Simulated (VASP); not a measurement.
# HfC (I4/mmm) in VASP: further runs, part 2 of 2

VASP 6.6.1. The steps go on from the part before.

## (5) Single point, PBE (equal xx and yy strain of -1 %)

Input file INCAR:

```
PREC = Accurate
ENCUT = 520
EDIFF = 1E-7
ISMEAR = -1
SIGMA = 0.05
LREAL = F
LASPH = T
NELM = 60
ALGO = Normal
ISIF = 2
LWAVE = F
LCHARG = F
GGA = PE
NBANDS = 14
```

Input file KPOINTS:

```
Automatic mesh
0
Gamma
  15 15 15
```

Input file POSCAR:

```
HfC
1.0
    0.0000000000      2.3017500000      2.3250000000
    2.3017500000      0.0000000000      2.3250000000
    2.3017500000      2.3017500000      0.0000000000
Hf C
1 1
Direct
    0.5000000000      0.5000000000      0.5000000000
    0.0000000000      0.0000000000      0.0000000000
```

Potentials or basis: VASP PAW PBE potentials, release 64 (Hf_pv, C).

Launch:

```
$ cat potpaw_PBE.64/Hf_pv/POTCAR potpaw_PBE.64/C/POTCAR > POTCAR
$ mpirun -np 1 vasp_std > vasp.out
```

OUTCAR:

```text
PREC = Accurate
   ENCUT = 520
   EDIFF = 1E-7
   ISMEAR = -1
   LREAL = F
   LASPH = T
   NELM = 60
   ISIF = 2
   GGA = PE

 ion  position               nearest neighbor table
   1  0.500  0.500  0.500-   2 2.30   2 2.30   2 2.30   2 2.30   2 2.33   2 2.33
   2  0.000  0.000  0.000-   1 2.30   1 2.30   1 2.30   1 2.30   1 2.33   1 2.33

  LATTYP: Found a body centered tetragonal cell.
 ALAT       =     3.2551660672
 C/A-ratio  =     1.4284985479

  Lattice vectors:

 A1 = (  -2.3017500000,   0.0000000000,   2.3250000000)
 A2 = (   2.3017500000,   0.0000000000,   2.3250000000)
 A3 = (   0.0000000000,   2.3017500000,  -2.3250000000)

Analysis of symmetry for initial positions (statically):
=====================================================================
 Subroutine PRICEL returns:
 Original cell was already a primitive cell.

 Routine SETGRP: Setting up the symmetry group for a
 body centered tetragonal supercell.

 Subroutine GETGRP returns: Found 16 space group operations
 (whereof 16 operations were pure point group operations)
 out of a pool of 16 trial point group operations.

The static configuration has the point symmetry D_4h.

[... 166 lines left out ...]
 k-point     1 :       0.0000    0.0000    0.0000
  band No.  band energies     occupation
      1     -23.3725      2.00000
      2     -23.3597      2.00000
      3     -23.3597      2.00000
      4      -6.3028      2.00000
      5       7.0831      0.00000
      6       7.1369      0.00000
      7       7.1369      0.00000
      8       7.4342      0.00000
      9       7.5440      0.00000
     10       7.5440      0.00000
     11       9.4855      0.00000
     12       9.6313      0.00000
     13      13.1883      0.00000
     14      17.1696      0.00000
[... 377 lines left out ...]
      1     -23.5750      2.00000
      2     -23.4196      2.00000
      3     -23.4154      2.00000
      4      -5.3991      2.00000
      5       3.5890      2.00000
      6       5.4225      2.00000
      7       5.7194      1.99842
      8       6.8568      0.00000
      9       9.6556      0.00000
     10       9.9312      0.00000
     11      10.7659      0.00000
     12      12.6173      0.00000
     13      15.5974      0.00000
     14      19.6568      0.00000

 [... further k-points ...]
[... 5 lines left out ...]
  --------------------------------------------------------------------------------------
  -------------------------------------------------------------------------------------
  Total        0.9214135      0.9214135      0.2681702      0.0000000      0.0000000     -0.0000000
  in kB       59.9233226     59.9233226     17.4402166      0.0000000      0.0000000     -0.0000000
  external PRESSURE =      45.7622873 kB  Pullay stress =       0.0000000 kB

 VOLUME and BASIS-vectors are now :
 -----------------------------------------------------------------------------
  energy-cutoff  :      520.00
  volume of cell :       24.64
      direct lattice vectors                 reciprocal lattice vectors
     0.000000000  2.301750000  2.325000000    -0.217226024  0.217226024  0.215053763
     2.301750000  0.000000000  2.325000000     0.217226024 -0.217226024  0.215053763
     2.301750000  2.301750000  0.000000000     0.217226024  0.217226024 -0.215053763

 POSITION                                       TOTAL-FORCE (eV/Angst)
 -----------------------------------------------------------------------------------
      2.30175      2.30175      2.32500         0.000000      0.000000      0.000000
      0.00000      0.00000      0.00000         0.000000     -0.000000     -0.000000
 -----------------------------------------------------------------------------------
    total drift:                                0.000000     -0.000000      0.000000

  FREE ENERGIE OF THE ION-ELECTRON SYSTEM (eV)
  ---------------------------------------------------
  free  energy   TOTEN  =       -21.0377090335 eV

  energy  without entropy=      -21.0347305169  energy(sigma->0) =      -21.03621978
```

OSZICAR:

```text
N       E                     dE             d eps       ncg     rms          rms(c)
DAV:   1     0.230649361129E+02    0.23065E+02   -0.78069E+03  8088   0.985E+02
DAV:   2    -0.226624948565E+02   -0.45727E+02   -0.42792E+02 10440   0.201E+02
DAV:   3    -0.241903091014E+02   -0.15278E+01   -0.15224E+01  9728   0.266E+01
DAV:   4    -0.241968581253E+02   -0.65490E-02   -0.65485E-02  9522   0.216E+00
DAV:   5    -0.241968981284E+02   -0.40003E-04   -0.40003E-04  9658   0.152E-01    0.590E+01
DAV:   6    -0.210980952131E+02    0.30988E+01   -0.11838E+01  8862   0.182E+01    0.421E+01
DAV:   7    -0.210518050605E+02    0.46290E-01   -0.53800E-01 10170   0.516E+00    0.250E+01
DAV:   8    -0.210435808497E+02    0.82242E-02   -0.64157E-02  9618   0.204E+00    0.603E+00
DAV:   9    -0.210379749802E+02    0.56059E-02   -0.20201E-02  9348   0.832E-01    0.205E+00
DAV:  10    -0.210377121494E+02    0.26283E-03   -0.12735E-03  9950   0.265E-01    0.520E-02
DAV:  11    -0.210377095133E+02    0.26362E-05   -0.68770E-05  9648   0.701E-02    0.238E-02
DAV:  12    -0.210377092739E+02    0.23941E-06   -0.21594E-06 10160   0.130E-02    0.123E-02
DAV:  13    -0.210377090608E+02    0.21309E-06   -0.15715E-07  7038   0.311E-03    0.225E-03
DAV:  14    -0.210377090335E+02    0.27238E-07   -0.23375E-08  6036   0.132E-03
   1 F= -.21037709E+02 E0= -.21036220E+02  d E =-.297852E-02
```

stdout:

```text
POSCAR found type information on POSCAR HfC
 POSCAR found :  2 types and       2 ions
 scaLAPACK will be used
 LDA part: xc-table for (Slater+PW92), standard interpolation
 POSCAR, INCAR and KPOINTS ok, starting setup
 FFT: planning ... GRIDC
 FFT: planning ... GRID_SOFT
 FFT: planning ... GRID
 WAVECAR not read
 entering main loop
```

It took 29 s on 1 thread of Intel Xeon 6975P-C (Granite Rapids), shared host; peak memory 0.22 GiB.

What came out:

```yaml
Free_energy: -21.0377 eV
Pressure: 4.6 GPa
Band_gap_on_the_k_mesh: zero (band 7 reaches 7.14 eV, above the bottom of band 8 at 5.67 eV)
```

Levels at points of the mesh, in eV from the Fermi level:
```tsv
k point	band 4	band 5	band 6	band 7	band 8	band 9	band 10	band 11
(0.00, 0.00, 0.00)	-12.38	1.01	1.06	1.06	1.36	1.47	1.47	3.41
```

Caveat: the cell differs from its parent crystal (equal xx and yy strain of -1 %); spin-orbit coupling is left out, which moves the levels of the heavy elements.

## (6) Single point, PBE (zz strain of -1 %)

Input file INCAR:

```
ALGO     = Normal         # electronic algorithm
EDIFF    = 1E-7           # SCF threshold, eV
ENCUT    = 520            # plane-wave cutoff, eV
GGA      = PE             # functional
ISIF     = 2              # what is computed and relaxed
ISMEAR   = -1             # smearing method
LASPH    = T              # aspherical terms in the spheres
LCHARG   = T              # write CHGCAR
LELF     = T              # ELF
LREAL    = F              # projectors in reciprocal space
LVHAR    = T            
LWAVE    = F              # write WAVECAR
NBANDS   = 14             # bands
NELM     = 60             # most SCF steps
PREC     = Accurate       # precision mode
SIGMA    = 0.05           # smearing width, eV
```

Input file KPOINTS:

```
k-points
0
Gamma
  15 15 15
```

Input file POSCAR:

```
HfC
1.0
    0.0000000000      2.3250000000      2.3017500000
    2.3250000000      0.0000000000      2.3017500000
    2.3250000000      2.3250000000      0.0000000000
Hf C
1 1
Direct
    0.5000000000      0.5000000000      0.5000000000
    0.0000000000      0.0000000000      0.0000000000
```

Potentials or basis: VASP PAW PBE potentials, release 64 (Hf_pv, C).

Launch:

```
$ cat potpaw_PBE.64/Hf_pv/POTCAR potpaw_PBE.64/C/POTCAR > POTCAR
$ mpirun -np 1 vasp_std > vasp.out
```

Wall time 29 s (1 thread of Intel Xeon 6975P-C (Granite Rapids), shared host); peak memory 0.22 GiB.

Results (log left out):

```
Free energy            : -21.0429 eV
Pressure               : 2.0 GPa
Band gap on the k mesh : zero (band 7 reaches 7.07 eV, above the bottom of band 8 at 5.54 eV)
```

Stress tensor (GPa, compression positive):
```
0.65 0.00 0.00
0.00 0.65 0.00
0.00 0.00 4.82
```

Levels at points of the mesh, in eV from the Fermi level:
| k point | band 3 | band 4 | band 5 | band 6 | band 7 | band 8 | band 9 | band 10 | band 11 | band 12 |
| --- | --- | --- | --- | --- | --- | --- | --- | --- | --- | --- |
| (0.00, 0.00, 0.00) | -29.48 | -12.33 | 1.02 | 1.02 | 1.07 | 1.39 | 1.39 | 1.50 | 3.39 | 3.51 |

Caveat: the cell differs from its parent crystal (zz strain of -1 %); spin-orbit coupling is left out, which moves the levels of the heavy elements.

## (7) Overview

```tsv
cell	gap on the mesh (eV)	pressure (GPa)
a = 3.239, b = 3.239, c = 3.189 Å, angles 60.5, 60.5, 59.0°, 2 atoms	none	16.4
a = 3.239, b = 3.239, c = 3.288 Å, angles 59.5, 59.5, 61.0°, 2 atoms	none	7.7
a = 3.255, b = 3.255, c = 3.288 Å, angles 59.7, 59.7, 60.7°, 2 atoms	none	4.7
a = 3.272, b = 3.272, c = 3.255 Å, angles 60.2, 60.2, 59.7°, 2 atoms	none	4.6
a = 3.272, b = 3.272, c = 3.288 Å, angles 59.8, 59.8, 60.3°, 2 atoms	none	2.0
```

Alike in all rows: task single point; level PBE; potentials or basis VASP PAW PBE potentials, release 64 (Hf_pv, C); no spin polarisation; k mesh 15 × 15 × 15; cutoff (eV) 520; smearing fermi-dirac 0.05 eV.

Caveats: spin-orbit coupling is left out, which moves the levels of the heavy elements.

Absolute energies hang on the potentials; compare differences alone.
